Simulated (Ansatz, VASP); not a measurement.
## Two plane-wave programs on BaTiO3

POSCAR

```
BaTiO3
1.0
    4.0912018989      0.0000000000      0.0000000000
    0.0000000000      4.0912018989      0.0000000000
    0.0000000000      0.0000000000      3.9728659414
Ba Ti O
1 1 3
Direct
    0.5000000000      0.5000000000      0.5790667284
    0.0000000000      0.0000000000      0.0930533304
    0.0000000000      0.5000000000      0.0662018466
    0.5000000000      0.0000000000      0.0662018466
    0.0000000000      0.0000000000      0.5554732380
```

Contents of INCAR.step1:

```
SYSTEM = BaTiO3
PREC     = Accurate       ! precision mode
ENCUT    = 520            ! plane-wave cutoff, eV
ISMEAR   = 0              ! smearing method
SIGMA    = 0.01           ! smearing width, eV
LREAL    = .False.        ! projectors in reciprocal space
LASPH    = .True.         ! aspherical terms in the spheres
NELM     = 80             ! most SCF steps
NBANDS   = 28             ! bands
GGA      = PE             ! functional
ALGO     = Normal         ! electronic algorithm
EDIFF    = 1E-4           ! SCF threshold, eV
LWAVE    = .True.         ! write WAVECAR
LCHARG   = .False.        ! write CHGCAR
```

The input INCAR.step2:

```
SYSTEM = BaTiO3
PREC     = Accurate       ! precision mode
ENCUT    = 520            ! plane-wave cutoff, eV
EDIFF    = 1E-6           ! SCF threshold, eV
ISMEAR   = 0              ! smearing method
SIGMA    = 0.01           ! smearing width, eV
LREAL    = .False.        ! projectors in reciprocal space
LASPH    = .True.         ! aspherical terms in the spheres
NELM     = 80             ! most SCF steps
ALGO     = Normal         ! electronic algorithm
ISIF     = 2              ! what is computed and relaxed
LWAVE    = .False.        ! write WAVECAR
LCHARG   = .False.        ! write CHGCAR
METAGGA  = R2SCAN         ! meta-GGA
LMIXTAU  = .True.       
NBANDS   = 28             ! bands
ISTART   = 1
```

The input KPOINTS:

```
Automatic mesh
0
Gamma
  6 6 6
  0 0 0
```

Input for Ansatz:

```yaml
crystal:
  lattice:
    - [4.0912018989, 0.0, 0.0]
    - [0.0, 4.0912018989, 0.0]
    - [0.0, 0.0, 3.9728659414]
  atoms:
    - { symbol: Ba, position: [0.5, 0.5, 0.5790667284] }
    - { symbol: Ti, position: [0.0, 0.0, 0.0930533304] }
    - { symbol: O, position: [0.0, 0.5, 0.0662018466] }
    - { symbol: O, position: [0.5, 0.0, 0.0662018466] }
    - { symbol: O, position: [0.0, 0.0, 0.555473238] }
kpoints:
  mp_grid: { grid: [6, 6, 6] }
  band_path:
    path:
      - [0.0, 0.0, 0.0]
      - [0.0, 0.5, 0.0]
      - [0.5, 0.5, 0.0]
      - [0.0, 0.0, 0.5]
      - [0.0, 0.5, 0.5]
      - [0.5, 0.5, 0.5]
    npoints: 1
hamiltonian:
  xc: r2scan
scf:
  occupations: { method: fixed }
  n_extra_bands: 5
output:
  forces: true
  stress: true
  eigenvalues: true
```

Change from the starting cell: epitaxial_xy strain +3.0%.

Alike in both runs: task single point; functional r2SCAN; k mesh 6 × 6 × 6; no spin polarisation.

|  | VASP | Ansatz |
| --- | --- | --- |
| version | VASP 6.6.1 | Ansatz 0.2.0 |
| potentials or method | VASP PAW PBE potentials, release 64 (Ba_sv, Ti_sv, O) | plane waves, PAW |
| plane-wave cutoff (eV) | 520 | 500 |
| occupations | gaussian, width 0.01 eV | fixed |
| valence electrons in the cell | 40 | 40 |

|  | VASP | Ansatz | Ansatz less VASP |
| --- | --- | --- | --- |
| gap on the k mesh at the Fermi level (eV) | 2.10 | 2.13 | +0.027 |
| pressure (GPa) | -3.6 | -5.3 | -1.75 |
| traceless stress, the component that is largest in VASP (GPa) | 5.60 | 5.33 | -0.272 |
| rms of the force components (eV/Å) | 0.053 | 0.002 | -0.0509 |

VASP's potentials were made for PBE, not for r2SCAN. Atom by atom the forces differ by 0.052 eV/Å (rms over components).

Spin-orbit coupling is off throughout.
